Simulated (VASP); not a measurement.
# CaO (Fm-3m) in VASP: further runs

CaO is run at these levels: PBE-based screened hybrid with 5 % exact exchange, PBE-based global hybrid with 30 % exact exchange; tasks: single point.

All numbers are computed with VASP 6.6.1; they aren't measurements. Logs are shortened: lines on timing, memory, paths and dates and some standing lists are left out, and cuts for length are marked.

## Step 1: The cell of the first run

The structure is cubic, space group Fm-3m (No. 225). The conventional cell has a = 4.795 Å, b = 4.795 Å, c = 4.795 Å, α = 90.00°, β = 90.00°, γ = 90.00°. Within 3.2 Å of Ca (site symmetry m-3m) lie 6 O at 2.40 Å. Within 3.2 Å of O (site symmetry m-3m) lie 6 Ca at 2.40 Å.

## Step 2: Single point, PBE-based screened hybrid with 5 % exact exchange

Input file POSCAR:

```
CaO
1.0
    0.0000000000      2.3975501188      2.3975501188
    2.3975501188      0.0000000000      2.3975501188
    2.3975501188      2.3975501188      0.0000000000
Ca O
1 1
Direct
    0.0000000000      0.0000000000      0.0000000000
    0.5000000000      0.5000000000      0.5000000000
```

Input file INCAR.step1:

```
SYSTEM = CaO
PREC = Accurate ; ENCUT = 520
EDIFF = 1E-5 ; ISMEAR = 0
SIGMA = 0.01 ; LREAL = .False.
LASPH = .True. ; NELM = 120
ALGO = Normal ; ISIF = 2
LWAVE = .True. ; LCHARG = .False.
GGA = PE ; NBANDS = 15
GGA_COMPAT = .False.
```

Input file INCAR.step2:

```
SYSTEM = CaO
PREC = Accurate ; ENCUT = 520
EDIFF = 1E-6 ; ISMEAR = 0
SIGMA = 0.01 ; LREAL = .False.
LASPH = .True. ; NELM = 120
ALGO = Normal ; ISIF = 2
LWAVE = .False. ; LCHARG = .False.
GGA = PE ; LHFCALC = .True.
AEXX = 0.05 ; HFSCREEN = 0.3
PRECFOCK = Normal ; ISTART = 1
NBANDS = 15 ; GGA_COMPAT = .False.
```

Input file KPOINTS:

```
Automatic mesh
0
Gamma
  4 4 4
  0 0 0
```

Potentials or basis: VASP PAW PBE potentials, release 64 (Ca_sv, O).

Run with:

```sh
$ cat potpaw_PBE.64/Ca_sv/POTCAR potpaw_PBE.64/O/POTCAR > POTCAR
$ cp INCAR.step1 INCAR
$ mpirun -np 1 vasp_std > vasp.out
$ cp INCAR.step2 INCAR
$ mpirun -np 1 vasp_std > vasp.out
```

OUTCAR:

```text
SYSTEM = CaO
   PREC = Accurate
   ENCUT = 520
   EDIFF = 1E-6
   ISMEAR = 0
   LREAL = .False.
   LASPH = .True.
   NELM = 120
   ISIF = 2
   GGA = PE
   LHFCALC = .True.
   AEXX = 0.05
   HFSCREEN = 0.3
   PRECFOCK = Normal
   ISTART = 1

 ion  position               nearest neighbor table
   1  0.000  0.000  0.000-   2 2.40   2 2.40   2 2.40   2 2.40   2 2.40   2 2.40
   2  0.500  0.500  0.500-   1 2.40   1 2.40   1 2.40   1 2.40   1 2.40   1 2.40

  LATTYP: Found a face centered cubic cell.
 ALAT       =     4.7951002376

  Lattice vectors:

 A1 = (   0.0000000000,   2.3975501188,   2.3975501188)
 A2 = (   2.3975501188,   0.0000000000,   2.3975501188)
 A3 = (   2.3975501188,   2.3975501188,   0.0000000000)

Analysis of symmetry for initial positions (statically):
=====================================================================
 Subroutine PRICEL returns:
 Original cell was already a primitive cell.

 Routine SETGRP: Setting up the symmetry group for a
 face centered cubic supercell.

 Subroutine GETGRP returns: Found 48 space group operations
 (whereof 48 operations were pure point group operations)
 out of a pool of 48 trial point group operations.

The static configuration has the point symmetry O_h .

Analysis of symmetry for dynamics (positions and initial velocities):
=====================================================================
 Subroutine PRICEL returns:
 Original cell was already a primitive cell.

 Routine SETGRP: Setting up the symmetry group for a
 face centered cubic supercell.

 Subroutine GETGRP returns: Found 48 space group operations
 (whereof 48 operations were pure point group operations)
 out of a pool of 48 trial point group operations.

The dynamic configuration has the point symmetry O_h .

 Subroutine INISYM returns: Found 48 space group operations
 (whereof 48 operations are pure point group operations),
 and found     1 'primitive' translations

----------------------------------------------------------------------------------------

                                     Primitive cell

  volume of cell :      27.5634

  direct lattice vectors                    reciprocal lattice vectors
     0.000000000  2.397550119  2.397550119    -0.208546214  0.208546214  0.208546214
     2.397550119  0.000000000  2.397550119     0.208546214 -0.208546214  0.208546214
     2.397550119  2.397550119  0.000000000     0.208546214  0.208546214 -0.208546214

  length of vectors
     3.390647894  3.390647894  3.390647894     0.361212638  0.361212638  0.361212638

  position of ions in fractional coordinates (direct lattice)
     0.000000000  0.000000000  0.000000000
     0.500000000  0.500000000  0.500000000

  ion indices of the primitive-cell ions
   primitive index   ion index
                 1           1
                 2           2

----------------------------------------------------------------------------------------

 KPOINTS: Automatic mesh

Automatic generation of k-mesh.
 Grid dimensions read from file:
 generate k-points for:    4    4    4

 Generating k-lattice:

  Cartesian coordinates                     Fractional coordinates (reciprocal lattice)
    -0.052136553  0.052136553  0.052136553     0.250000000  0.000000000  0.000000000
     0.052136553 -0.052136553  0.052136553     0.000000000  0.250000000  0.000000000
     0.052136553  0.052136553 -0.052136553     0.000000000  0.000000000  0.250000000

  Length of vectors
     0.090303160  0.090303160  0.090303160

  Shift w.r.t. Gamma in fractional coordinates (k-lattice)
     0.000000000  0.000000000  0.000000000

 Subroutine IBZKPT returns following result:
 ===========================================

 Found      8 irreducible k-points:

 Following reciprocal coordinates:
            Coordinates               Weight
  0.000000  0.000000  0.000000      1.000000
  0.250000  0.000000  0.000000      8.000000
  0.500000  0.000000  0.000000      4.000000
  0.250000  0.250000  0.000000      6.000000
  0.500000  0.250000  0.000000     24.000000
 -0.250000  0.250000  0.000000     12.000000
  0.500000  0.500000  0.000000      3.000000
 -0.250000  0.500000  0.250000      6.000000
   k-points           NKPTS =      8   k-points in BZ     NKDIM =     64   number of bands    NBANDS=     15
   number of dos      NEDOS =    301   number of ions     NIONS =      2
   total plane-waves  NPLWV =  21952
   dimension x,y,z NGX =    28 NGY =   28 NGZ =   28
   dimension x,y,z NGXF=    56 NGYF=   56 NGZF=   56
   ions per type =               1   1
   NGX,Y,Z   is equivalent  to a cutoff of  13.73, 13.73, 13.73 a.u.
   NGXF,Y,Z  is equivalent  to a cutoff of  27.46, 27.46, 27.46 a.u.
 SYSTEM =  CaO
   PREC   = accura    normal or accurate (medium, high low for compatibility)
   ISTART =      1    job   : 0-new  1-cont  2-samecut
   ICHARG =      0    charge: 1-file 2-atom 10-const
   ISPIN  =      1    spin polarized calculation?
   LNONCOLLINEAR =      F non collinear calculations
   LSORBIT =      F    spin-orbit coupling
   LASPH  =      T    aspherical Exc in radial PAW
   ENCUT  =  520.0 eV  38.22 Ry    6.18 a.u.   6.30  6.30  6.30*2*pi/ulx,y,z
   NELM   =    120;   NELMIN=  2; NELMDL=  0     # of ELM steps
   EDIFF  = 0.1E-05   stopping-criterion for ELM
   LREAL  =      F    real-space projection
   EDIFFG = 0.1E-04   stopping-criterion for IOM
   NSW    =      0    number of steps for IOM
   IBRION =     -1    ionic relax: 0-MD 1-quasi-New 2-CG
   NFREE  =      0    steps in history (QN), initial steepest desc. (CG)
   ISIF   =      2    stress and relaxation
   ISYM   =      3    0-nonsym 1-usesym 2-fastsym
   POTIM  = 0.5000    time-step for ionic-motion
   TEBEG  =    0.0;   TEEND  =   0.0 temperature during run
   PSTRESS=    0.0 pullay stress
   NELECT =      16.0000    total number of electrons
   NUPDOWN=      -1.0000    fix difference up-down
   EMIN   =  10.00;   EMAX   =-10.00  energy-range for DOS
   EFERMI =   0.00;   METHOD = LEGACY
   ISMEAR =     0;   SIGMA  =   0.01  broadening in eV -4-tet -1-fermi 0-gaus
   EFERMI_NEDOS =   21; number of points for ismear=-14 and -15
   IALGO  =     38    algorithm
   IMIX   =      1    mixing-type and parameters
     AMIX     =   0.40;   BMIX     =  1.00
     AMIX_MAG =   1.60;   BMIX_MAG =  1.00
  volume/ion in A,a.u.               =      13.78        93.00
  Fermi-wavevector in a.u.,A,eV,Ry     =   1.365643  2.580691 25.374598  1.864980
  Thomas-Fermi vector in A             =   2.491853
   LORBIT       =      0    0 simple, 1 ext, 2 COOP (PROOUT), +10 PAW based schemes
   GGA     = PE    functional components
   LHFCALC =     T    Hartree Fock is set to
   PRECFOCK=normal    Normal, Fast or Accurate (Low or Medium for compatibility)
   ENCUT4O =  -1.0   cutoff for four orbital integrals eV
   NKREDX  =     1    reduce k-point grid by
   NKREDY  =     1    reduce k-point grid by
   NKREDZ  =     1    reduce k-point grid by
   AEXX    =    0.0500 exact exchange contribution
   HFSCREEN=    0.3000 screening length (either q_TF or 0.3 A-1)
   HFSCREENC=   0.3000 screening length for correlation (either q_TF or 0.3 A-1)
   ENCUTFOCK=  -1.0 apply spherical cutoff to Coloumb kernel
   IVDW    =     0    specifies the selected vdW correction
   LEPSILON=     F    determine dielectric tensor
   LRPA    =     F    only Hartree local field effects (RPA)
 non-spin polarized calculation
 Gauss-broadening in eV      SIGMA  =   0.01
  energy-cutoff  :      520.00
  volume of cell :       27.56
 maximum number of plane-waves:       754
 NGX is ok and might be reduce to    28
  NGX = 20; NGY = 20; NGZ = 20

 number of electron      15.9999997 magnetization

 Free energy of the ion-electron system (eV)
  ---------------------------------------------------
  ext. energy  EPLUGINS =         0.00000000
  ---------------------------------------------------
  free energy    TOTEN  =       -13.15174417 eV

  energy without entropy =      -13.15174417  energy(sigma->0) =      -13.15174417

 E-fermi :   2.3727     XC(G=0): -10.1646

 val. band max:        2.2198675717   @ k =   0.0000   0.0000   0.0000
 cond. band min:       6.1212241041   @ k =   0.5000   0.5000   0.0000
 fundamental gap:      3.9013565323
 Fermi energy:         2.3726517413

 k-point     1 :       0.0000    0.0000    0.0000
  band No.  band energies     occupation
      1     -35.9044      2.00000
      2     -16.3712      2.00000
      3     -16.3712      2.00000
      4     -16.3712      2.00000
      5     -13.6216      2.00000
      6       2.2199      2.00000
      7       2.2199      2.00000
      8       2.2199      2.00000
      9       7.2341      0.00000
     10       8.7859      0.00000
     11       8.7859      0.00000
     12       8.7859      0.00000
     13      10.3242      0.00000
     14      10.3242      0.00000
     15      17.5986      0.00000

 k-point     2 :       0.2500    0.0000    0.0000
  band No.  band energies     occupation
      1     -35.8513      2.00000
      2     -17.0461      2.00000
      3     -16.3984      2.00000
      4     -16.3984      2.00000
      5     -12.9064      2.00000
      6       0.6631      2.00000
      7       1.5460      2.00000
      8       1.5460      2.00000
      9       8.8031      0.00000
     10       9.4042      0.00000
     11       9.7720      0.00000
     12       9.7720      0.00000
     13      11.6136      0.00000
     14      11.6136      0.00000
     15      18.5866      0.00000
[... 77 lines left out ...]
      3     -16.6067      2.00000
      4     -16.6067      2.00000
      5     -13.3779      2.00000
      6       0.8955      2.00000
      7       1.8380      2.00000
      8       1.8380      2.00000
      9       6.1212      0.00000
     10      10.6662      0.00000
     11      11.5277      0.00000
     12      12.2065      0.00000
     13      12.2065      0.00000
     14      13.8653      0.00000
     15      16.0344      0.00000

 k-point     8 :      -0.2500    0.5000    0.2500
  band No.  band energies     occupation
      1     -35.7647      2.00000
      2     -16.8271      2.00000
      3     -16.8024      2.00000
      4     -16.8024      2.00000
      5     -12.9596      2.00000
      6       0.9049      2.00000
      7       1.1458      2.00000
      8       1.1458      2.00000
      9       8.8660      0.00000
     10       8.8660      0.00000
     11      11.0184      0.00000
     12      12.2126      0.00000
     13      12.6461      0.00000
     14      16.4959      0.00000
     15      16.8261      0.00000

------------------------ aborting loop because EDIFF is reached ----------------------------------------

  FORCE on cell =-STRESS in cart. coord.  units (eV):
  Direction    XX          YY          ZZ          XY          YZ          ZX
  --------------------------------------------------------------------------------------
  -------------------------------------------------------------------------------------
  Total        0.4640806      0.4640806      0.4640806     -0.0000000      0.0000000     -0.0000000
  in kB       26.9755902     26.9755902     26.9755902     -0.0000000      0.0000000     -0.0000000
  external PRESSURE =      26.9755902 kB  Pullay stress =       0.0000000 kB

 VOLUME and BASIS-vectors are now :
 -----------------------------------------------------------------------------
  energy-cutoff  :      520.00
  volume of cell :       27.56
      direct lattice vectors                 reciprocal lattice vectors
     0.000000000  2.397550119  2.397550119    -0.208546214  0.208546214  0.208546214
     2.397550119  0.000000000  2.397550119     0.208546214 -0.208546214  0.208546214
     2.397550119  2.397550119  0.000000000     0.208546214  0.208546214 -0.208546214

 POSITION                                       TOTAL-FORCE (eV/Angst)
 -----------------------------------------------------------------------------------
      0.00000      0.00000      0.00000         0.000000     -0.000000     -0.000000
      2.39755      2.39755      2.39755        -0.000000      0.000000      0.000000
 -----------------------------------------------------------------------------------
    total drift:                               -0.000000     -0.000000     -0.000000

  FREE ENERGIE OF THE ION-ELECTRON SYSTEM (eV)
  ---------------------------------------------------
  free  energy   TOTEN  =       -13.1517441727 eV

  energy  without entropy=      -13.1517441727  energy(sigma->0) =      -13.15174417
```

Run time: 2.7 min. Hardware: 1 thread of Intel Xeon Platinum 8259CL at 2.50GHz (Skylake/Cascade Lake), shared host; peak memory 0.25 GiB.

Results:

```
Free energy            : -13.1517 eV
Pressure               : 2.7 GPa
Band gap on the k mesh : 3.90 eV (least direct gap 4.28 eV)
```

Levels at points of the mesh, in eV from the valence-band top:
| k point | band 5 | band 6 | band 7 | band 8 | band 9 | band 10 | band 11 | band 12 |
| --- | --- | --- | --- | --- | --- | --- | --- | --- |
| (0.00, 0.00, 0.00) | -15.84 | 0.00 | 0.00 | 0.00 | 5.01 | 6.57 | 6.57 | 6.57 |
| (0.50, 0.00, 0.00) | -14.58 | -2.69 | -1.23 | -1.23 | 7.41 | 8.77 | 8.77 | 8.81 |
| (0.50, 0.50, 0.00) | -15.60 | -1.32 | -0.38 | -0.38 | 3.90 | 8.45 | 9.31 | 9.99 |

Caveat: the k points lie up to 0.57 Å⁻¹ apart; the PAW data sets were made with another functional, which shifts forces and pressure a little. A k mesh can miss the band edges.

(Part 1 of 2 ends here.)
